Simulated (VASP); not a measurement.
# Sc3SbP2 (P-3m1) in VASP: further runs

The runs below take Sc3SbP2 through single point, with PBE.

All numbers are computed with VASP 6.6.1; they aren't measurements. Logs are shortened: lines on timing, memory, paths and dates and some standing lists are left out, and cuts for length are marked.

## Step 1: The cell of the first run

The structure is trigonal, space group P-3m1 (No. 164). The conventional cell has a = 3.706 Å, b = 3.706 Å, c = 11.943 Å, α = 90.00°, β = 90.00°, γ = 120.00°. Within 3.4 Å of Sc (site symmetry 3m) lie 3 P at 2.59 Å and 1 Sb at 2.85 Å and 1 Sc at 3.12 Å. Sc (site symmetry -3m) has 6 P at 2.70 Å and 8 Sc at 3.12 to 3.71 Å within 3.8 Å. Sb (site symmetry -3m) has 2 Sc at 2.85 Å and 6 Sb at 3.71 Å within 3.8 Å. Within 3.4 Å of P (site symmetry 3m) lie 6 Sc at 2.59 to 2.70 Å.

## Step 2: Single point, PBE

File INCAR:

```
PREC = Accurate ; ENCUT = 520
EDIFF = 1E-6 ; ISMEAR = 0
SIGMA = 0.2 ; LREAL = False
LASPH = True ; NELM = 100
ALGO = Fast ; ISIF = 2
LWAVE = False ; LCHARG = False
GGA = PE ; NBANDS = 60
```

File KPOINTS:

```
Automatic mesh
0
Gamma
  6 6 1
```

File POSCAR:

```
Sc3SbP2
1.0
    3.7059816913      0.0000000000      0.0000000000
   -1.8529908456      3.2094742906      0.0000000000
    0.0000000000      0.0000000000     23.8857417854
Sc Sb P
6 2 4
Direct
    1.0000000000      1.0000000000      0.3804975637
    1.0000000000      1.0000000000      0.8804975637
    0.0000000000      0.0000000000      0.1195024363
    0.0000000000      0.0000000000      0.6195024363
    1.0000000000      0.0000000000      0.2500000000
    0.0000000000      0.0000000000      0.7500000000
    0.0000000000      0.0000000000      0.0000000000
    1.0000000000      0.0000000000      0.5000000000
    0.3333333333      0.6666666667      0.3190942197
    0.3333333333      0.6666666667      0.8190942197
    0.6666666667      0.3333333333      0.1809057803
    0.6666666667      0.3333333333      0.6809057803
```

Potentials or basis: VASP PAW PBE potentials, release 64 (Sc_sv, Sb, P).

On the command line:

```sh
$ cat potpaw_PBE.64/Sc_sv/POTCAR potpaw_PBE.64/Sb/POTCAR potpaw_PBE.64/P/POTCAR > POTCAR
$ mpirun -np 1 vasp_std > vasp.out
```

OUTCAR:

```text
PREC = Accurate
   ENCUT = 520
   EDIFF = 1E-6
   ISMEAR = 0
   LREAL = False
   LASPH = True
   NELM = 100
   ISIF = 2
   GGA = PE

 ion  position               nearest neighbor table
   1  0.000  0.000  0.380-   9 2.59   9 2.59   9 2.59   8 2.85   5 3.12
   2  0.000  0.000  0.880-  10 2.59  10 2.59  10 2.59   7 2.85   6 3.12
   3  0.000  0.000  0.120-  11 2.59  11 2.59  11 2.59   7 2.85   5 3.12
   4  0.000  0.000  0.620-  12 2.59  12 2.59  12 2.59   8 2.85   6 3.12
   5  0.000  0.000  0.250-   9 2.70  11 2.70   9 2.70  11 2.70  11 2.70   9 2.70   1 3.12   3 3.12

   6  0.000  0.000  0.750-  10 2.70  12 2.70  10 2.70  12 2.70  12 2.70  10 2.70   2 3.12   4 3.12

   7  0.000  0.000  0.000-   2 2.85   3 2.85
   8  0.000  0.000  0.500-   1 2.85   4 2.85
   9  0.333  0.667  0.319-   1 2.59   1 2.59   1 2.59   5 2.70   5 2.70   5 2.70
  10  0.333  0.667  0.819-   2 2.59   2 2.59   2 2.59   6 2.70   6 2.70   6 2.70
  11  0.667  0.333  0.181-   3 2.59   3 2.59   3 2.59   5 2.70   5 2.70   5 2.70
  12  0.667  0.333  0.681-   4 2.59   4 2.59   4 2.59   6 2.70   6 2.70   6 2.70

  LATTYP: Found a hexagonal cell.
 ALAT       =     3.7059816913
 C/A-ratio  =     6.4451861275

  Lattice vectors:

 A1 = (   3.7059816913,   0.0000000000,   0.0000000000)
 A2 = (  -1.8529908456,   3.2094742906,   0.0000000000)
 A3 = (   0.0000000000,   0.0000000000,  23.8857417854)

Analysis of symmetry for initial positions (statically):
=====================================================================
 Subroutine PRICEL returns following result:

  LATTYP: Found a hexagonal cell.
 ALAT       =     3.7059816913
 C/A-ratio  =     3.2225930637

  Lattice vectors:

 A1 = (   3.7059816913,   0.0000000000,   0.0000000000)
 A2 = (  -1.8529908456,   3.2094742906,   0.0000000000)
 A3 = (   0.0000000000,   0.0000000000,  11.9428708927)

   2 primitive cells build up your supercell.

 Routine SETGRP: Setting up the symmetry group for a
 hexagonal supercell.

 Subroutine GETGRP returns: Found 12 space group operations
 (whereof 12 operations were pure point group operations)
 out of a pool of 24 trial point group operations.

The static configuration has the point symmetry D_3d.

Analysis of symmetry for dynamics (positions and initial velocities):
=====================================================================
 Subroutine PRICEL returns following result:

  LATTYP: Found a hexagonal cell.
 ALAT       =     3.7059816913
[... 118 lines left out ...]
   NELECT =      96.0000    total number of electrons
   NUPDOWN=      -1.0000    fix difference up-down
   EMIN   =  10.00;   EMAX   =-10.00  energy-range for DOS
   EFERMI =   0.00;   METHOD = LEGACY
   ISMEAR =     0;   SIGMA  =   0.20  broadening in eV -4-tet -1-fermi 0-gaus
   EFERMI_NEDOS =   21; number of points for ismear=-14 and -15
   IALGO  =     68    algorithm
   IMIX   =      4    mixing-type and parameters
     AMIX     =   0.40;   BMIX     =  1.00
     AMIX_MAG =   1.60;   BMIX_MAG =  1.00
  volume/ion in A,a.u.               =      23.68       159.77
  Fermi-wavevector in a.u.,A,eV,Ry     =   1.140267  2.154792 17.690419  1.300209
  Thomas-Fermi vector in A             =   2.276969
   LORBIT       =      0    0 simple, 1 ext, 2 COOP (PROOUT), +10 PAW based schemes
   GGA     = PE    functional components
   LHFCALC =     F    Hartree Fock is set to
   AEXX    =    0.0000 exact exchange contribution
   IVDW    =     0    specifies the selected vdW correction
   LEPSILON=     F    determine dielectric tensor
   LRPA    =     F    only Hartree local field effects (RPA)
 non-spin polarized calculation
 RMM-DIIS sequential band-by-band and
 Gauss-broadening in eV      SIGMA  =   0.20
  energy-cutoff  :      520.00
  volume of cell :      284.10
 maximum number of plane-waves:      7686
 NGX is ok and might be reduce to    28

 number of electron      96.0000001 magnetization

 Free energy of the ion-electron system (eV)
  ---------------------------------------------------
  ext. energy  EPLUGINS =         0.00000000
  ---------------------------------------------------
  free energy    TOTEN  =       -77.95040402 eV

  energy without entropy =      -77.75724417  energy(sigma->0) =      -77.85382410

 E-fermi :   5.1255     XC(G=0):  -9.6894

 val. band max:        5.0662612941   @ k =   0.1667   0.0000   0.0000
 cond. band min:       5.1373146909   @ k =   0.3333   0.1667   0.0000
 fundamental gap:      0.0710533969
 Fermi energy:         5.1254679314

 k-point     1 :       0.0000    0.0000    0.0000
  band No.  band energies     occupation
      1     -44.7316      2.00000
      2     -44.7315      2.00000
      3     -44.7310      2.00000
      4     -44.7310      2.00000
      5     -44.4431      2.00000
      6     -44.4431      2.00000
[... 430 lines left out ...]
     59       6.8774      0.00000
     60       7.0998      0.00000

------------------------ aborting loop because EDIFF is reached ----------------------------------------

  FORCE on cell =-STRESS in cart. coord.  units (eV):
  Direction    XX          YY          ZZ          XY          YZ          ZX
  --------------------------------------------------------------------------------------
  -------------------------------------------------------------------------------------
  Total        0.2038304      0.2038304      0.3549989      0.0000000      0.0000000      0.0000000
  in kB        1.1494857      1.1494857      2.0019890      0.0000000      0.0000000      0.0000000
  external PRESSURE =       1.4336535 kB  Pullay stress =       0.0000000 kB

 VOLUME and BASIS-vectors are now :
 -----------------------------------------------------------------------------
  energy-cutoff  :      520.00
  volume of cell :      284.10
      direct lattice vectors                 reciprocal lattice vectors
     3.705981691  0.000000000  0.000000000     0.269834037  0.155788754  0.000000000
    -1.852990846  3.209474291  0.000000000     0.000000000  0.311577508  0.000000000
     0.000000000  0.000000000 23.885741785     0.000000000  0.000000000  0.041865981

 POSITION                                       TOTAL-FORCE (eV/Angst)
 -----------------------------------------------------------------------------------
      0.00000      0.00000      9.08847        -0.000000      0.000000      0.061630
      0.00000      0.00000     21.03134        -0.000000     -0.000000      0.061630
      0.00000      0.00000      2.85440         0.000000      0.000000     -0.061630
      0.00000      0.00000     14.79728         0.000000     -0.000000     -0.061630
      0.00000      0.00000      5.97144        -0.000000      0.000000     -0.000000
      0.00000      0.00000     17.91431        -0.000000      0.000000     -0.000000
      0.00000      0.00000      0.00000        -0.000000      0.000000     -0.000000
      0.00000      0.00000     11.94287        -0.000000      0.000000     -0.000000
     -0.00000      2.13965      7.62180        -0.000000     -0.000000     -0.035848
     -0.00000      2.13965     19.56467         0.000000      0.000000     -0.035848
      1.85299      1.06982      4.32107        -0.000000     -0.000000      0.035848
      1.85299      1.06982     16.26394        -0.000000     -0.000000      0.035848
 -----------------------------------------------------------------------------------
    total drift:                               -0.000000      0.000000      0.000000

  FREE ENERGIE OF THE ION-ELECTRON SYSTEM (eV)
  ---------------------------------------------------
  free  energy   TOTEN  =       -77.9504040249 eV

  energy  without entropy=      -77.7572441685  energy(sigma->0) =      -77.85382410
```

OSZICAR:

```text
N       E                     dE             d eps       ncg     rms          rms(c)
DAV:   1     0.175230076395E+04    0.17523E+04   -0.39689E+04   848   0.154E+03
DAV:   2     0.147302184129E+03   -0.16050E+04   -0.15791E+04  1192   0.668E+02
DAV:   3    -0.721089866553E+02   -0.21941E+03   -0.21027E+03  1460   0.299E+02
DAV:   4    -0.889589983071E+02   -0.16850E+02   -0.16321E+02  1376   0.712E+01
[... 14 lines left out ...]
RMM:  19    -0.779503998568E+02   -0.30338E-05   -0.64237E-05   839   0.165E-02    0.126E-02
RMM:  20    -0.779504004441E+02   -0.58730E-06   -0.40064E-05   900   0.178E-02    0.444E-03
RMM:  21    -0.779504020459E+02   -0.16019E-05   -0.19840E-05   800   0.117E-02    0.465E-03
RMM:  22    -0.779504034912E+02   -0.14453E-05   -0.11606E-05   735   0.912E-03    0.281E-03
RMM:  23    -0.779504040249E+02   -0.53366E-06   -0.64288E-06   722   0.638E-03
   1 F= -.77950404E+02 E0= -.77853824E+02  d E =-.193160E+00
```

Run time: 5.6 min. Hardware: 1 thread of Oxide Virtual Turin-like, shared host; peak memory 0.38 GiB.

What came out:

```
Free energy            : -77.9504 eV
Pressure               : 0.1 GPa
Largest force          : 0.062 eV/Å
Band gap on the k mesh : zero (bands 48 and 49 overlap by 0.91 eV)
```

Forces on the atoms (eV/Å):
```
Sc   0.000  0.000  0.062
Sc   0.000  0.000  0.062
Sc   0.000  0.000 -0.062
Sc   0.000  0.000 -0.062
Sc   0.000  0.000  0.000
Sc   0.000  0.000  0.000
Sb   0.000  0.000  0.000
Sb   0.000  0.000  0.000
P    0.000  0.000 -0.036
P    0.000  0.000 -0.036
P    0.000  0.000  0.036
P    0.000  0.000  0.036
```

Levels at points of the mesh, in eV from the Fermi level:
```tsv
k point	band 45	band 46	band 47	band 48	band 49	band 50	band 51	band 52
(0.00, 0.00, 0.00)	-0.54	-0.51	0.92	0.92	0.93	0.93	0.98	0.99
(0.50, 0.00, 0.00)	-1.67	-1.67	-0.45	-0.36	0.05	0.10	0.26	0.26
```

Caveat: spin-orbit coupling is left out, which moves the levels of the heavy elements.

## Step 3: Single point, PBE

This run uses another cell than the first one: it holds 6 atoms, not 12.

File INCAR:

```
  ALGO = Fast
  EDIFF = 1E-7
  ENCUT = 520
  GGA = PE
  ISIF = 2
  ISMEAR = 0
  LASPH = T
  LCHARG = F
  LREAL = F
  LWAVE = F
  NBANDS = 33
  NELM = 80
  PREC = Accurate
  SIGMA = 0.1
```

File KPOINTS:

```
k-points
0
Gamma
  12 12 4
```

File POSCAR:

```
Sc3SbP2
1.0
    3.7059816913      0.0000000000      0.0000000000
   -1.8529908456      3.2094742906      0.0000000000
    0.0000000000      0.0000000000     11.9428708927
Sc Sb P
3 1 2
Direct
    0.0000000000      0.0000000000      0.7609951273
    0.0000000000      0.0000000000      0.2390048727
    0.0000000000      0.0000000000      0.5000000000
    0.0000000000      0.0000000000      0.0000000000
    0.3333333333      0.6666666667      0.6381884393
    0.6666666667      0.3333333333      0.3618115607
```

Potentials or basis: VASP PAW PBE potentials, release 64 (Sc_sv, Sb, P).

On the command line:

```sh
$ cat potpaw_PBE.64/Sc_sv/POTCAR potpaw_PBE.64/Sb/POTCAR potpaw_PBE.64/P/POTCAR > POTCAR
$ mpirun -np 1 vasp_std > vasp.out
```

It took 14 min on 1 thread of Oxide Virtual Turin-like, shared host; peak memory 0.41 GiB.

The run converged. Its results:

```yaml
Free_energy: -38.9432 eV
Pressure: 0.1 GPa
Largest_force: 0.016 eV/Å
Band_gap_on_the_k_mesh: zero (bands 24 and 25 overlap by 0.99 eV)
```

Forces in eV/Å, atoms in the order of the input:
```
Sc   0.000  0.000  0.016
Sc   0.000  0.000 -0.016
Sc   0.000  0.000  0.000
Sb   0.000  0.000  0.000
P    0.000  0.000 -0.011
P    0.000  0.000  0.011
```

Levels at points of the mesh, in eV from the Fermi level:
```
           k point  band 22  band 23  band 24  band 25  band 26  band 27
(0.00, 0.00, 0.00)    -1.12    -0.55     0.91     0.91     1.05     1.05
(0.50, 0.00, 0.00)    -1.72    -1.69    -0.46     0.01     0.24     0.75
(0.00, 0.00, 0.50)    -1.11    -0.52     0.90     0.90     0.97     0.97
(0.50, 0.00, 0.50)    -1.72    -1.68    -0.37     0.06     0.24     0.69
```

Caveat: spin-orbit coupling is left out, which moves the levels of the heavy elements.

The gap in the log of VASP goes by the Fermi energy; the results here count the filled bands.